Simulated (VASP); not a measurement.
# In3As (Pm-3m) in VASP: further runs

The runs below take In3As through relaxation of cell and atoms, single point, with PBEsol, r2SCAN.

Everything below comes from runs of VASP 6.6.1. Logs are shortened: lines on timing, memory, paths and dates and some standing lists are left out, and cuts for length are marked.

### Step 1. The cell of the first run

The structure is cubic, space group Pm-3m (No. 221). Conventional cell: a = 4.672 Å, b = 4.672 Å, c = 4.672 Å, α = 90.00°, β = 90.00°, γ = 90.00°. Within 4.3 Å of In (site symmetry 4/mmm) lie 8 In at 3.30 Å and 4 As at 3.30 Å. Within 4.3 Å of As (site symmetry m-3m) lie 12 In at 3.30 Å.

### Step 2. Relaxation of cell and atoms, PBEsol, target pressure 10 GPa, at which the enthalpy is minimised

INCAR reads:

```
SYSTEM = In3As
PREC     = Accurate       ! precision mode
ENCUT    = 600            ! plane-wave cutoff, eV
EDIFF    = 1E-6           ! SCF threshold, eV
ISMEAR   = -1             ! smearing method
SIGMA    = 0.05           ! smearing width, eV
LREAL    = .False.        ! projectors in reciprocal space
LASPH    = .True.         ! aspherical terms in the spheres
NELM     = 60             ! most SCF steps
ALGO     = Normal         ! electronic algorithm
ISIF     = 3              ! what is computed and relaxed
LWAVE    = .False.        ! write WAVECAR
LCHARG   = .False.        ! write CHGCAR
GGA      = PS             ! functional
IBRION   = 2              ! ionic algorithm
NSW      = 80             ! ionic steps
EDIFFG   = -0.01          ! ionic threshold
PSTRESS  = 100.0
```

KPOINTS reads:

```
Automatic mesh
0
Gamma
  6 6 6
  0 0 0
```

POSCAR reads:

```
In3As
1.0
    4.6716810000      0.0000000000      0.0000000000
    0.0000000000      4.6716810000      0.0000000000
    0.0000000000      0.0000000000      4.6716810000
In As
3 1
Direct
    0.5000000000      0.5000000000      0.0000000000
    0.5000000000      0.0000000000      0.5000000000
    0.0000000000      0.5000000000      0.5000000000
    0.0000000000      0.0000000000      0.0000000000
```

Potentials or basis: VASP PAW PBE potentials, release 64 (In_d, As).

On the command line:

```bash
cat potpaw_PBE.64/In_d/POTCAR potpaw_PBE.64/As/POTCAR > POTCAR
mpirun -np 1 vasp_std > vasp.out
```

OUTCAR:

```text
SYSTEM = In3As
   PREC = Accurate
   ENCUT = 600
   EDIFF = 1E-6
   ISMEAR = -1
   LREAL = .False.
   LASPH = .True.
   NELM = 60
   ISIF = 3
   GGA = PS
   IBRION = 2
   NSW = 80
   EDIFFG = -0.01
   PSTRESS = 100.0

 ion  position               nearest neighbor table
   1  0.500  0.500  0.000-   2 3.30   3 3.30   4 3.30   2 3.30   3 3.30   2 3.30   4 3.30   2 3.30
                             3 3.30   4 3.30   3 3.30   4 3.30
   2  0.500  0.000  0.500-   1 3.30   3 3.30   4 3.30   1 3.30   4 3.30   1 3.30   3 3.30   1 3.30
                             3 3.30   4 3.30   4 3.30   3 3.30
   3  0.000  0.500  0.500-   1 3.30   2 3.30   4 3.30   1 3.30   4 3.30   2 3.30   4 3.30   4 3.30
                             1 3.30   2 3.30   1 3.30   2 3.30
   4  0.000  0.000  0.000-   1 3.30   2 3.30   3 3.30   2 3.30   3 3.30   1 3.30   3 3.30   3 3.30
                             1 3.30   2 3.30   2 3.30   1 3.30

  LATTYP: Found a simple cubic cell.
 ALAT       =     4.6716810000

  Lattice vectors:

 A1 = (   4.6716810000,   0.0000000000,   0.0000000000)
 A2 = (   0.0000000000,   4.6716810000,   0.0000000000)
 A3 = (   0.0000000000,   0.0000000000,   4.6716810000)

Analysis of symmetry for initial positions (statically):
=====================================================================
 Subroutine PRICEL returns:
 Original cell was already a primitive cell.

 Routine SETGRP: Setting up the symmetry group for a
 simple cubic supercell.

 Subroutine GETGRP returns: Found 48 space group operations
 (whereof 48 operations were pure point group operations)
 out of a pool of 48 trial point group operations.

The static configuration has the point symmetry O_h .

Analysis of symmetry for dynamics (positions and initial velocities):
=====================================================================
 Subroutine PRICEL returns:
 Original cell was already a primitive cell.

 Routine SETGRP: Setting up the symmetry group for a
 simple cubic supercell.

 Subroutine GETGRP returns: Found 48 space group operations
 (whereof 48 operations were pure point group operations)
 out of a pool of 48 trial point group operations.

The dynamic configuration has the point symmetry O_h .

 Subroutine INISYM returns: Found 48 space group operations
 (whereof 48 operations are pure point group operations),
 and found     1 'primitive' translations

----------------------------------------------------------------------------------------

                                     Primitive cell

  volume of cell :     101.9576

  direct lattice vectors                    reciprocal lattice vectors
     4.671681000  0.000000000  0.000000000     0.214055711  0.000000000  0.000000000
     0.000000000  4.671681000  0.000000000     0.000000000  0.214055711  0.000000000
     0.000000000  0.000000000  4.671681000     0.000000000  0.000000000  0.214055711

  length of vectors
     4.671681000  4.671681000  4.671681000     0.214055711  0.214055711  0.214055711

  position of ions in fractional coordinates (direct lattice)
     0.500000000  0.500000000  0.000000000
     0.500000000  0.000000000  0.500000000
     0.000000000  0.500000000  0.500000000
     0.000000000  0.000000000  0.000000000

  ion indices of the primitive-cell ions
   primitive index   ion index
                 1           1
                 2           2
                 3           3
                 4           4

----------------------------------------------------------------------------------------

 KPOINTS: Automatic mesh

Automatic generation of k-mesh.
 Grid dimensions read from file:
 generate k-points for:    6    6    6

 Generating k-lattice:

  Cartesian coordinates                     Fractional coordinates (reciprocal lattice)
     0.035675952  0.000000000  0.000000000     0.166666667  0.000000000  0.000000000
     0.000000000  0.035675952  0.000000000     0.000000000  0.166666667  0.000000000
     0.000000000  0.000000000  0.035675952     0.000000000  0.000000000  0.166666667

  Length of vectors
     0.035675952  0.035675952  0.035675952

  Shift w.r.t. Gamma in fractional coordinates (k-lattice)
     0.000000000  0.000000000  0.000000000

 Subroutine IBZKPT returns following result:
 ===========================================

 Found     20 irreducible k-points:

 Following reciprocal coordinates:
            Coordinates               Weight
  0.000000  0.000000  0.000000      1.000000
  0.166667  0.000000  0.000000      6.000000
  0.333333  0.000000  0.000000      6.000000
  0.500000  0.000000  0.000000      3.000000
  0.166667  0.166667  0.000000     12.000000
  0.333333  0.166667  0.000000     24.000000
[... 12 lines left out ...]
  0.500000  0.500000  0.333333      6.000000
  0.500000  0.500000  0.500000      1.000000
   k-points           NKPTS =     20   k-points in BZ     NKDIM =     20   number of bands    NBANDS=     26
   number of dos      NEDOS =    301   number of ions     NIONS =      4
   total plane-waves  NPLWV =  64000
   dimension x,y,z NGX =    40 NGY =   40 NGZ =   40
   dimension x,y,z NGXF=    80 NGYF=   80 NGZF=   80
   ions per type =               3   1
   NGX,Y,Z   is equivalent  to a cutoff of  14.23, 14.23, 14.23 a.u.
   NGXF,Y,Z  is equivalent  to a cutoff of  28.47, 28.47, 28.47 a.u.
 SYSTEM =  In3As
   PREC   = accura    normal or accurate (medium, high low for compatibility)
   ISTART =      0    job   : 0-new  1-cont  2-samecut
   ICHARG =      2    charge: 1-file 2-atom 10-const
   ISPIN  =      1    spin polarized calculation?
   LNONCOLLINEAR =      F non collinear calculations
   LSORBIT =      F    spin-orbit coupling
   LASPH  =      T    aspherical Exc in radial PAW
   ENCUT  =  600.0 eV  44.10 Ry    6.64 a.u.   9.33  9.33  9.33*2*pi/ulx,y,z
   NELM   =     60;   NELMIN=  2; NELMDL= -5     # of ELM steps
   EDIFF  = 0.1E-05   stopping-criterion for ELM
   LREAL  =      F    real-space projection
   EDIFFG = -.1E-01   stopping-criterion for IOM
   NSW    =     80    number of steps for IOM
   IBRION =      2    ionic relax: 0-MD 1-quasi-New 2-CG
   NFREE  =      1    steps in history (QN), initial steepest desc. (CG)
   ISIF   =      3    stress and relaxation
   ISYM   =      2    0-nonsym 1-usesym 2-fastsym
   POTIM  = 0.5000    time-step for ionic-motion
   TEBEG  =    0.0;   TEEND  =   0.0 temperature during run
   PSTRESS=  100.0 pullay stress
   NELECT =      44.0000    total number of electrons
   NUPDOWN=      -1.0000    fix difference up-down
   EMIN   =  10.00;   EMAX   =-10.00  energy-range for DOS
   EFERMI =   0.00;   METHOD = LEGACY
   ISMEAR =    -1;   SIGMA  =   0.05  broadening in eV -4-tet -1-fermi 0-gaus
   EFERMI_NEDOS =   21; number of points for ismear=-14 and -15
   IALGO  =     38    algorithm
   IMIX   =      4    mixing-type and parameters
     AMIX     =   0.40;   BMIX     =  1.00
     AMIX_MAG =   1.60;   BMIX_MAG =  1.00
  volume/ion in A,a.u.               =      25.49       172.01
  Fermi-wavevector in a.u.,A,eV,Ry     =   1.237141  2.337858 20.823961  1.530518
  Thomas-Fermi vector in A             =   2.371720
   LORBIT       =      0    0 simple, 1 ext, 2 COOP (PROOUT), +10 PAW based schemes
   GGA     = PS    functional components
   LHFCALC =     F    Hartree Fock is set to
   AEXX    =    0.0000 exact exchange contribution
   IVDW    =     0    specifies the selected vdW correction
   LEPSILON=     F    determine dielectric tensor
   LRPA    =     F    only Hartree local field effects (RPA)
 conjugate gradient relaxation of ions
 non-spin polarized calculation
  energy-cutoff  :      600.00
  volume of cell :      101.96
 maximum number of plane-waves:      3448
 NGX is ok and might be reduce to    40
   NGX = 19   NGY = 19   NGZ = 19

--------------------------------------- Ionic step        1  -------------------------------------------

 number of electron      44.0000015 magnetization

 Free energy of the ion-electron system (eV)
  ---------------------------------------------------
  ext. energy  EPLUGINS =         0.00000000
  ---------------------------------------------------
  free energy    TOTEN  =       -13.71754046 eV

  energy without entropy =      -13.70222236  energy(sigma->0) =      -13.70988141

------------------------ aborting loop because EDIFF is reached ----------------------------------------

  FORCE on cell =-STRESS in cart. coord.  units (eV):
  Direction    XX          YY          ZZ          XY          YZ          ZX
  --------------------------------------------------------------------------------------
  -------------------------------------------------------------------------------------
  Total       -1.4961134     -1.4961134     -1.4961134     -0.0000000      0.0000000     -0.0000000
  in kB      -23.5101577    -23.5101577    -23.5101577     -0.0000000      0.0000000     -0.0000000
  external PRESSURE =    -123.5101577 kB  Pullay stress =     100.0000000 kB

 VOLUME and BASIS-vectors are now :
 -----------------------------------------------------------------------------
  energy-cutoff  :      600.00
  volume of cell :      101.96
      direct lattice vectors                 reciprocal lattice vectors
     4.671681000  0.000000000  0.000000000     0.214055711  0.000000000  0.000000000
     0.000000000  4.671681000  0.000000000     0.000000000  0.214055711  0.000000000
     0.000000000  0.000000000  4.671681000     0.000000000  0.000000000  0.214055711
[... 10 lines left out ...]
  FREE ENERGIE OF THE ION-ELECTRON SYSTEM (eV)
  ---------------------------------------------------
  free  energy   TOTEN  =       -13.7175404586 eV

  energy  without entropy=      -13.7022223602  energy(sigma->0) =      -13.70988141

  enthalpy is  TOTEN    =        -7.3538513109 eV   P V=        6.3636891477

--------------------------------------- Ionic step        2  -------------------------------------------

 number of electron      44.0000006 magnetization

 E-fermi :  10.5476     XC(G=0): -11.7497

 val. band max:       10.4223773090   @ k =   0.3333   0.3333   0.3333
 cond. band min:      10.5706557304   @ k =   0.3333   0.0000   0.0000
 fundamental gap:      0.1482784214
 Fermi energy:        10.5476087277

 k-point     1 :       0.0000    0.0000    0.0000
  band No.  band energies     occupation
      1      -5.1275      2.00000
      2      -5.0003      2.00000
      3      -5.0003      2.00000
      4      -5.0003      2.00000
      5      -4.7028      2.00000
      6      -4.7028      2.00000
[... 18 lines left out ...]
     25      12.6910      0.00000
     26      15.5634      0.00000
[... 660 lines left out ...]
  FREE ENERGIE OF THE ION-ELECTRON SYSTEM (eV)
  ---------------------------------------------------
  free  energy   TOTEN  =       -13.4045525256 eV

  energy  without entropy=      -13.3887025531  energy(sigma->0) =      -13.39662754

  enthalpy is  TOTEN    =        -8.1844174139 eV   P V=        5.2201351118

--------------------------------------- Ionic step        5  -------------------------------------------

 number of electron      43.9999983 magnetization

 Free energy of the ion-electron system (eV)
  ---------------------------------------------------
  ext. energy  EPLUGINS =         0.00000000
  ---------------------------------------------------
  free energy    TOTEN  =       -13.41580370 eV

  energy without entropy =      -13.39983898  energy(sigma->0) =      -13.40782134

 E-fermi :   8.9370     XC(G=0): -11.2307

 val. band max:        8.9153993946   @ k =   0.3333   0.3333   0.3333
 cond. band min:       8.9499930512   @ k =   0.3333   0.1667   0.0000
 fundamental gap:      0.0345936566
 Fermi energy:         8.9370103758

 k-point     1 :       0.0000    0.0000    0.0000
  band No.  band energies     occupation
      1      -6.1975      2.00000
      2      -6.1262      2.00000
      3      -6.1262      2.00000
      4      -6.1262      2.00000
      5      -5.8778      2.00000
      6      -5.8778      2.00000
[... 18 lines left out ...]
     25      11.1331      0.00000
     26      13.8616      0.00000
[... 571 lines left out ...]
 POSITION                                       TOTAL-FORCE (eV/Angst)
 -----------------------------------------------------------------------------------
      2.18816      2.18816      4.37632         0.000000     -0.000000      0.000000
      2.18816      4.37632      2.18816         0.000000     -0.000000      0.000000
     -0.00000      2.18816      2.18816        -0.000000     -0.000000      0.000000
      4.37632      4.37632      4.37632        -0.000000      0.000000      0.000000
 -----------------------------------------------------------------------------------
    total drift:                               -0.000000      0.000000     -0.000000

  FREE ENERGIE OF THE ION-ELECTRON SYSTEM (eV)
  ---------------------------------------------------
  free  energy   TOTEN  =       -13.4158036964 eV

  energy  without entropy=      -13.3998389834  energy(sigma->0) =      -13.40782134

  enthalpy is  TOTEN    =        -8.1844328842 eV   P V=        5.2313708122

 reached required accuracy - stopping structural energy minimisation
```

It took 1.9 min on 1 thread of AMD EPYC 9R45 (Zen 5), shared host; peak memory 0.25 GiB.

What came out:

```
Free energy                                                : -13.4158 eV
Relaxed volume                                             : 20.95 Å³/atom
Relaxed cell                                               : a = 4.376 Å, b = 4.376 Å, c = 4.376 Å, α = 90.00°, β = 90.00°, γ = 90.00°
Space group after relaxing (to 0.1 Å)                      : Pm-3m (No. 221)
Energy change on relaxing (the run minimises the enthalpy) : +75.4 meV/atom
Ionic steps                                                : 5
Pressure after relaxing                                    : 9.9 GPa
Band gap on the k mesh                                     : zero (bands 22 and 23 overlap by 5.19 eV)
```

The path:
| step | energy change (eV) | largest force (eV/Å) | pressure (GPa) | volume (Å³) |
| --- | --- | --- | --- | --- |
| 1 | 0.0000 | 0.0000 | -2.35 | 101.96 |
| 2 | 1.1043 | 0.0000 | 22.63 | 75.62 |
| 3 | 0.2922 | 0.0000 | 9.71 | 83.97 |
| 4 | 0.3130 | 0.0000 | 10.12 | 83.64 |
| 5 | 0.3017 | 0.0000 | 9.93 | 83.82 |

Final structure:
```cif
data_structure
_symmetry_space_group_name_H-M 'P 1'
_symmetry_Int_Tables_number 1
_cell_length_a 4.3763
_cell_length_b 4.3763
_cell_length_c 4.3763
_cell_angle_alpha 90.000
_cell_angle_beta 90.000
_cell_angle_gamma 90.000
_cell_volume 83.82
loop_
_atom_site_label
_atom_site_type_symbol
_atom_site_fract_x
_atom_site_fract_y
_atom_site_fract_z
_atom_site_occupancy
In1 In 0.50000 0.50000 0.00000 1
In2 In 0.50000 0.00000 0.50000 1
In3 In 0.00000 0.50000 0.50000 1
As1 As 0.00000 0.00000 0.00000 1
```

Levels at points of the mesh, in eV from the Fermi level:
| k point | band 19 | band 20 | band 21 | band 22 | band 23 | band 24 | band 25 | band 26 |
| --- | --- | --- | --- | --- | --- | --- | --- | --- |
| (0.00, 0.00, 0.00) | -3.81 | -3.81 | -1.71 | -1.71 | 2.20 | 2.20 | 2.20 | 4.92 |
| (0.50, 0.00, 0.00) | -2.17 | -2.17 | -0.63 | -0.47 | -0.47 | -0.17 | 1.06 | 5.33 |
| (0.50, 0.50, 0.00) | -6.80 | -1.11 | -0.62 | 0.77 | 0.77 | 1.79 | 1.79 | 2.13 |
| (0.50, 0.50, 0.50) | -5.17 | -4.49 | -4.49 | -4.49 | -4.37 | 5.56 | 5.56 | 5.56 |

Caveat: the cell is relaxed towards a set pressure, so the run minimises the enthalpy, not the energy; the volume moved by over 15 % at a fixed basis, so the end points are rough; the PAW data sets were made with another functional, which shifts forces and pressure a little; spin-orbit coupling is left out, which moves the levels of the heavy elements.

[end of part 1 of 2]

The gap in the log of VASP goes by the Fermi energy; the results here count the filled bands.